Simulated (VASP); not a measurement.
# CuO (P6_3/mmc) in VASP: single point with LDA+U

Aim: the single point of CuO with LDA+U.

Everything below comes from runs of VASP 6.6.1. Logs are shortened: lines on timing, memory, paths and dates and some standing lists are left out, and cuts for length are marked.

### Step 1. The cell of the first run

The structure is hexagonal, space group P6_3/mmc (No. 194). The conventional cell has a = 3.180 Å, b = 3.180 Å, c = 4.431 Å, α = 90.00°, β = 90.00°, γ = 120.00°. Cu (site symmetry -3m) has 6 O at 2.14 Å and 2 Cu at 2.22 Å within 2.8 Å. Within 2.9 Å of O (site symmetry -6m2) lie 6 Cu at 2.14 Å and 6 O at 2.88 Å.

### Step 2. Single point, LDA+U, collinear spin, ferromagnetic start

The input, INCAR:

```
ALGO     = Normal         # electronic algorithm
EDIFF    = 1E-7           # SCF threshold, eV
ENCUT    = 520            # plane-wave cutoff, eV
GGA      = CA             # functional
ISIF     = 2              # what is computed and relaxed
ISMEAR   = 0              # smearing method
ISPIN    = 2              # spin polarisation
LASPH    = T              # aspherical terms in the spheres
LCHARG   = F              # write CHGCAR
LDAU     = T              # DFT+U
LDAUJ    = 0 0          
LDAUL    = 2 -1           # shell
LDAUPRINT= 1            
LDAUTYPE = 2            
LDAUU    = 8 0            # U, eV
LMAXMIX  = 4              # l up to which the mixer works
LORBIT   = 11             # projections on sites
LREAL    = F              # projectors in reciprocal space
LWAVE    = F              # write WAVECAR
MAGMOM   = 0.27 0.27 0.27 0.27 0.45 0.45 0.45 0.45 # initial moments
NBANDS   = 48             # bands
NELM     = 150            # most SCF steps
PREC     = Accurate       # precision mode
SIGMA    = 0.05           # smearing width, eV
```

The input, KPOINTS:

```
k-points
0
Gamma
  7 7 2
```

The input, POSCAR:

```
CuO
1.0
    3.1795331000      0.0000000000      0.0000000000
   -1.5897665500      2.7535564400      0.0000000000
    0.0000000000      0.0000000000      8.8629814600
Cu O
4 4
Direct
    0.0000000000      0.0000000000      0.0000000000
    0.0000000000      0.0000000000      0.2500000000
    0.0000000000      0.0000000000      0.5000000000
    0.0000000000      0.0000000000      0.7500000000
    0.3333333333      0.6666666667      0.1250000000
    0.6666666667      0.3333333333      0.3750000000
    0.3333333333      0.6666666667      0.6250000000
    0.6666666667      0.3333333333      0.8750000000
```

Potentials or basis: VASP PAW LDA potentials, release 64 (Cu, O).

Command:

```sh
$ cat potpaw_LDA.64/Cu/POTCAR potpaw_LDA.64/O/POTCAR > POTCAR
$ mpirun -np 1 vasp_std > vasp.out
```

OUTCAR:

```text
EDIFF = 1E-7
   ENCUT = 520
   GGA = CA
   ISIF = 2
   ISMEAR = 0
   ISPIN = 2
   LASPH = T
   LORBIT = 11
   LREAL = F
   NELM = 150
   PREC = Accurate

 ion  position               nearest neighbor table
   1  0.000  0.000  0.000-   5 2.14   8 2.14   8 2.14   5 2.14   8 2.14   5 2.14   2 2.22   4 2.22

   2  0.000  0.000  0.250-   5 2.14   6 2.14   6 2.14   5 2.14   6 2.14   5 2.14   1 2.22   3 2.22

   3  0.000  0.000  0.500-   6 2.14   7 2.14   6 2.14   7 2.14   6 2.14   7 2.14   2 2.22   4 2.22
[... 14 lines left out ...]
 A1 = (   3.1795331000,   0.0000000000,   0.0000000000)
 A2 = (  -1.5897665500,   2.7535564400,   0.0000000000)
 A3 = (   0.0000000000,   0.0000000000,   8.8629814600)

Analysis of symmetry for initial positions (statically):
=====================================================================
 Subroutine PRICEL returns following result:

  LATTYP: Found a hexagonal cell.
 ALAT       =     3.1795331000
 C/A-ratio  =     1.3937551806
[... 12 lines left out ...]
 Subroutine GETGRP returns: Found 24 space group operations
 (whereof 12 operations were pure point group operations)
 out of a pool of 24 trial point group operations.

The static configuration has the point symmetry D_3d.
 The point group associated with its full space group is D_6h.

Analysis of symmetry for dynamics (positions and initial velocities):
=====================================================================
 Subroutine PRICEL returns following result:

  LATTYP: Found a hexagonal cell.
 ALAT       =     3.1795331000
 C/A-ratio  =     1.3937551806
[... 12 lines left out ...]
 Subroutine GETGRP returns: Found 24 space group operations
 (whereof 12 operations were pure point group operations)
 out of a pool of 24 trial point group operations.

The dynamic configuration has the point symmetry D_3d.
 The point group associated with its full space group is D_6h.

Analysis of structural, dynamic, and magnetic symmetry:
=====================================================================
 Subroutine PRICEL returns following result:

  LATTYP: Found a hexagonal cell.
 ALAT       =     3.1795331000
 C/A-ratio  =     1.3937551806
[... 12 lines left out ...]
 Subroutine GETGRP returns: Found 24 space group operations
 (whereof 12 operations were pure point group operations)
 out of a pool of 24 trial point group operations.

The overall configuration has the point symmetry D_3d.
 The point group associated with its full space group is D_6h.

 Subroutine INISYM returns: Found 24 space group operations
 (whereof 12 operations are pure point group operations),
 and found     2 'primitive' translations

----------------------------------------------------------------------------------------

                                     Primitive cell

  volume of cell :      38.7978

  direct lattice vectors                    reciprocal lattice vectors
     3.179533100  0.000000000  0.000000000     0.314511587  0.181583349  0.000000000
    -1.589766550  2.753556440  0.000000000     0.000000000  0.363166698  0.000000000
     0.000000000  0.000000000  4.431490730     0.000000000  0.000000000  0.225657699

  length of vectors
     3.179533100  3.179533103  4.431490730     0.363166698  0.363166698  0.225657699

  position of ions in fractional coordinates (direct lattice)
     0.000000000  0.000000000  0.000000000
     0.000000000  0.000000000  0.500000000
     0.333333333  0.666666667  0.250000000
     0.666666667  0.333333333  0.750000000

  ion indices of the primitive-cell ions
   primitive index   ion index
                 1           1
                 2           2
                 3           5
                 4           8

[... 79 lines left out ...]
   IALGO  =     38    algorithm
   IMIX   =      4    mixing-type and parameters
     AMIX     =   0.40;   BMIX     =  1.00
     AMIX_MAG =   1.60;   BMIX_MAG =  1.00
  volume/ion in A,a.u.               =       9.70        65.46
  Fermi-wavevector in a.u.,A,eV,Ry     =   1.566626  2.960494 33.393023  2.454318
  Thomas-Fermi vector in A             =   2.668926
   LORBIT       =     11    0 simple, 1 ext, 2 COOP (PROOUT), +10 PAW based schemes
 LDA+U is selected, type is set to LDAUTYPE =  2
   angular momentum for each species LDAUL =     2   -1
   U (eV)           for each species LDAUU =   8.0  0.0
   J (eV)           for each species LDAUJ =   0.0  0.0
   GGA     = CA    functional components
   LHFCALC =     F    Hartree Fock is set to
   AEXX    =    0.0000 exact exchange contribution
   IVDW    =     0    specifies the selected vdW correction
   LEPSILON=     F    determine dielectric tensor
   LRPA    =     F    only Hartree local field effects (RPA)
 spin polarized calculation
 Gauss-broadening in eV      SIGMA  =   0.05
  energy-cutoff  :      520.00
  volume of cell :       77.60
 maximum number of plane-waves:      2106
 NGX is ok and might be reduce to    24
   NGX = 11   NGY = 11   NGZ = 33

atom =   1  type =  1  l = 2

 onsite density matrix

spin component  1
[... 116 lines left out ...]
  o =  0.7915  v =  0.0000  0.0000  0.0000  0.0000  0.0000  0.6863  0.0000 -0.0000  0.7274 -0.0000      0.0000  0.0000  0.0000  0.0000  0.0000  0.0000  0.0000  0.0000  0.0000  0.0000
  o =  0.7915  v =  0.0000  0.0000  0.0000  0.0000  0.0000  0.0000 -0.7274  0.0000 -0.0000 -0.6863      0.0000  0.0000  0.0000  0.0000  0.0000  0.0000  0.0000  0.0000  0.0000  0.0000
  o =  0.9652  v =  0.0000  0.0000  0.0000  0.0000  0.0000  0.0000  0.0000  1.0000  0.0000 -0.0000      0.0000  0.0000  0.0000  0.0000  0.0000  0.0000  0.0000  0.0000  0.0000  0.0000
  o =  0.9694  v =  0.0000  0.0000  0.0000  0.0000  0.0000 -0.7274  0.0000 -0.0000  0.6863 -0.0000      0.0000  0.0000  0.0000  0.0000  0.0000  0.0000  0.0000  0.0000  0.0000  0.0000
  o =  0.9694  v =  0.0000  0.0000  0.0000  0.0000  0.0000  0.0000  0.6863 -0.0000 -0.0000 -0.7274      0.0000  0.0000  0.0000  0.0000  0.0000  0.0000  0.0000  0.0000  0.0000  0.0000
  o =  0.9705  v =  0.0000 -0.0000 -1.0000  0.0000  0.0000  0.0000  0.0000  0.0000  0.0000  0.0000      0.0000  0.0000  0.0000  0.0000  0.0000  0.0000  0.0000  0.0000  0.0000  0.0000
  o =  0.9747  v = -0.7697  0.0000  0.0000  0.6384  0.0000  0.0000  0.0000  0.0000  0.0000  0.0000      0.0000  0.0000  0.0000  0.0000  0.0000  0.0000  0.0000  0.0000  0.0000  0.0000
  o =  0.9747  v =  0.0000  0.6384 -0.0000  0.0000 -0.7697  0.0000  0.0000  0.0000  0.0000  0.0000      0.0000  0.0000  0.0000  0.0000  0.0000  0.0000  0.0000  0.0000  0.0000  0.0000
  o =  1.0051  v = -0.6384  0.0000 -0.0000 -0.7697 -0.0000  0.0000  0.0000  0.0000  0.0000  0.0000      0.0000  0.0000  0.0000  0.0000  0.0000  0.0000  0.0000  0.0000  0.0000  0.0000
  o =  1.0051  v =  0.0000 -0.7697 -0.0000  0.0000 -0.6384  0.0000  0.0000  0.0000  0.0000  0.0000      0.0000  0.0000  0.0000  0.0000  0.0000  0.0000  0.0000  0.0000  0.0000  0.0000

 number of electron      68.0000018 magnetization       3.9999152

 Free energy of the ion-electron system (eV)
  ---------------------------------------------------
  ext. energy  EPLUGINS =         0.00000000
  ---------------------------------------------------
  free energy    TOTEN  =       -33.88803025 eV

  energy without entropy =      -33.88039314  energy(sigma->0) =      -33.88421169

 E-fermi :   4.3683     XC(G=0): -12.6755

 val. band max:        4.2797424869   @ k =   0.4286   0.1429   0.5000
 cond. band min:       4.3736783031   @ k =   0.2857   0.1429   0.5000
 fundamental gap:      0.0939358162
 Fermi energy:         4.3683006728

 spin component 1

 k-point     1 :       0.0000    0.0000    0.0000
  band No.  band energies     occupation
      1     -14.1501      1.00000
      2     -13.4444      1.00000
      3     -13.4444      1.00000
      4     -12.6071      1.00000
      5      -2.2150      1.00000
      6      -2.2150      1.00000
[... 773 lines left out ...]
     45      16.7652      0.00000
     46      16.7652      0.00000
 Fermi energy:         4.3683006728

 spin component 2

 k-point     1 :       0.0000    0.0000    0.0000
  band No.  band energies     occupation
      1     -13.4084      1.00000
      2     -12.6525      1.00000
      3     -12.6525      1.00000
      4     -11.7412      1.00000
      5      -1.6058      1.00000
      6      -1.2995      1.00000
[... 773 lines left out ...]
     45      17.0792      0.00000
     46      17.0792      0.00000
 [bands above 46 left out]

------------------------ aborting loop because EDIFF is reached ----------------------------------------

  FORCE on cell =-STRESS in cart. coord.  units (eV):
  Direction    XX          YY          ZZ          XY          YZ          ZX
  --------------------------------------------------------------------------------------
  -------------------------------------------------------------------------------------
  Total      -13.9794274    -13.9794274      4.3601712      0.0000000      0.0000000      0.0000000
  in kB     -288.6441705   -288.6441712     90.0278646      0.0000000      0.0000000      0.0000000
  external PRESSURE =    -162.4201590 kB  Pullay stress =       0.0000000 kB

 VOLUME and BASIS-vectors are now :
 -----------------------------------------------------------------------------
  energy-cutoff  :      520.00
  volume of cell :       77.60
      direct lattice vectors                 reciprocal lattice vectors
     3.179533100  0.000000000  0.000000000     0.314511587  0.181583349  0.000000000
    -1.589766550  2.753556440  0.000000000     0.000000000  0.363166698  0.000000000
     0.000000000  0.000000000  8.862981460     0.000000000  0.000000000  0.112828849

 POSITION                                       TOTAL-FORCE (eV/Angst)
 -----------------------------------------------------------------------------------
      0.00000      0.00000      0.00000        -0.000000     -0.000000      0.000000
      0.00000      0.00000      2.21575        -0.000000     -0.000000      0.000000
      0.00000      0.00000      4.43149        -0.000000     -0.000000      0.000000
      0.00000      0.00000      6.64724        -0.000000     -0.000000      0.000000
     -0.00000      1.83570      1.10787        -0.000000      0.000000      0.000000
      1.58977      0.91785      3.32362         0.000000     -0.000000     -0.000000
     -0.00000      1.83570      5.53936         0.000000      0.000000     -0.000000
      1.58977      0.91785      7.75511         0.000000     -0.000000     -0.000000
 -----------------------------------------------------------------------------------
    total drift:                               -0.000000      0.000000      0.000000

  FREE ENERGIE OF THE ION-ELECTRON SYSTEM (eV)
  ---------------------------------------------------
  free  energy   TOTEN  =       -33.8880302535 eV

  energy  without entropy=      -33.8803931363  energy(sigma->0) =      -33.88421169

 total charge

# of ion       s       p       d       tot
------------------------------------------
    1        0.324   0.343   9.393  10.059
    2        0.324   0.343   9.393  10.059
    3        0.324   0.343   9.393  10.059
    4        0.324   0.343   9.393  10.059
    5        1.566   3.269   0.000   4.835
    6        1.566   3.269   0.000   4.835
    7        1.566   3.269   0.000   4.835
    8        1.566   3.269   0.000   4.835
--------------------------------------------------
tot          7.560  14.445  37.571  59.576

 magnetization (x)

# of ion       s       p       d       tot
------------------------------------------
    1       -0.013  -0.003   0.444   0.427
    2       -0.013  -0.003   0.444   0.427
    3       -0.013  -0.003   0.444   0.427
    4       -0.013  -0.003   0.444   0.427
    5        0.008   0.502   0.000   0.509
    6        0.008   0.502   0.000   0.509
    7        0.008   0.502   0.000   0.509
    8        0.008   0.502   0.000   0.509
--------------------------------------------------
tot         -0.021   1.993   1.774   3.746
```

Run time: 4.1 min. Hardware: 1 thread of Intel Xeon 8259CL, shared host; peak memory 0.22 GiB.

What came out:

| Item | Value |
| --- | --- |
| Free energy | -33.8880 eV |
| Pressure | -16.2 GPa |
| Band gap on the k mesh | zero (filled and empty bands overlap) |
| Net moment | 4.00 μB per cell |
| Site moments | Cu +0.43; O +0.51 μB |
| Valence electrons inside the program's atomic spheres | Cu 10.06; O 4.83 |

Levels at points of the mesh, in eV from the Fermi level:
Spin up:
```csv
k point,band 34,band 35,band 36,band 37,band 38,band 39
"(0.00, 0.00, 0.00)",-0.90,-0.27,-0.27,2.26,4.86,4.86
"(0.00, 0.00, 0.50)",-0.43,-0.43,-0.43,3.27,3.27,5.86
```
Spin down:
```tsv
k point	band 30	band 31	band 32	band 33	band 34	band 35
(0.00, 0.00, 0.00)	-0.38	0.55	0.55	0.55	0.55	1.25
(0.00, 0.00, 0.50)	-0.33	-0.33	-0.33	1.08	1.08	1.08
```

Eigenvalues of the final occupation matrices:
| site | spin | trace | eigenvalues |
| --- | --- | --- | --- |
| site 1 d | 1 | 4.93 | 0.97 0.97 0.97 1.01 1.01 |
| site 1 d | 2 | 4.49 | 0.79 0.79 0.97 0.97 0.97 |
| site 2 d | 1 | 4.93 | 0.97 0.97 0.97 1.01 1.01 |
| site 2 d | 2 | 4.49 | 0.79 0.79 0.97 0.97 0.97 |
| site 3 d | 1 | 4.93 | 0.97 0.97 0.97 1.01 1.01 |
| site 3 d | 2 | 4.49 | 0.79 0.79 0.97 0.97 0.97 |
| site 4 d | 1 | 4.93 | 0.97 0.97 0.97 1.01 1.01 |
| site 4 d | 2 | 4.49 | 0.79 0.79 0.97 0.97 0.97 |

Caveat: the cell stands under tension. The state reached can hang on the start; a lower one may exist.
